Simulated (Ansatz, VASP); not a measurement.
Ge in VASP and in Ansatz

The input INCAR:

```
  PREC = Accurate
  ENCUT = 520
  EDIFF = 1E-6
  ISMEAR = 0
  SIGMA = 0.15
  LREAL = False
  LASPH = True
  NELM = 60
  ALGO = Normal
  ISIF = 2
  LWAVE = False
  LCHARG = True
  GGA = PS
  LELF = True
  LVHAR = True
  NBANDS = 36
```

File KPOINTS:

```
Automatic mesh
0
Gamma
  12 12 8
```

Contents of POSCAR:

```
Ge
1.0
    4.1168769001      0.0000000000      0.0000000000
   -2.0584384501      3.5653199798      0.0000000000
    0.0000000000      0.0000000000      6.4974196560
Ge
4
Direct
    0.6666666667      0.3333333333      0.0629118565
    0.3333333333      0.6666666667      0.5629118565
    0.6666666667      0.3333333333      0.4370881435
    0.3333333333      0.6666666667      0.9370881435
```

Input for Ansatz:

```yaml
crystal:
  lattice:
    - [4.1168769001, 0.0, 0.0]
    - [-2.0584384501, 3.5653199798, 0.0]
    - [0.0, 0.0, 6.497419656]
  atoms:
    - { symbol: Ge, position: [0.6666666667, 0.3333333333, 0.0629118565] }
    - { symbol: Ge, position: [0.3333333333, 0.6666666667, 0.5629118565] }
    - { symbol: Ge, position: [0.6666666667, 0.3333333333, 0.4370881435] }
    - { symbol: Ge, position: [0.3333333333, 0.6666666667, 0.9370881435] }
basis:
  ecutwfc: 420
kpoints:
  mp_grid: { grid: [12, 12, 8] }
hamiltonian:
  xc: pbesol
scf:
  occupations: { method: gaussian, width: 0.15 }
output:
  forces: true
  stress: true
  eigenvalues: true
```

Change from the starting cell: strain +0.030 along x and y, -0.015 along z, atoms carried along.

Alike in both runs: task single point; functional PBEsol; k mesh 12 × 12 × 8; occupations gaussian, width 0.15 eV; no spin polarisation.

|  | VASP | Ansatz |
| --- | --- | --- |
| version | VASP 6.6.1 | Ansatz 0.2.0 |
| potentials or method | VASP PAW PBE potentials, release 64 (Ge_d), cutoff 520 eV | scalar-relativistic, plane waves, PAW |
| valence electrons in the cell | 56 | 56 |

```csv
,VASP,Ansatz,Ansatz less VASP
gap on the k mesh at the Fermi level (eV),none,none,-
pressure (GPa),-2.6,-2.4,+0.11
"traceless stress, the component that is largest in VASP (GPa)",4.84,4.83,-0.003
rms of the force components (eV/Å),0.244,0.246,+0.0017
```

VASP's potentials were made for PBE, not for PBEsol. Atom by atom the forces differ by 0.002 eV/Å (rms over components). A gap of «none» marks a metal or a gap that the smearing closes.
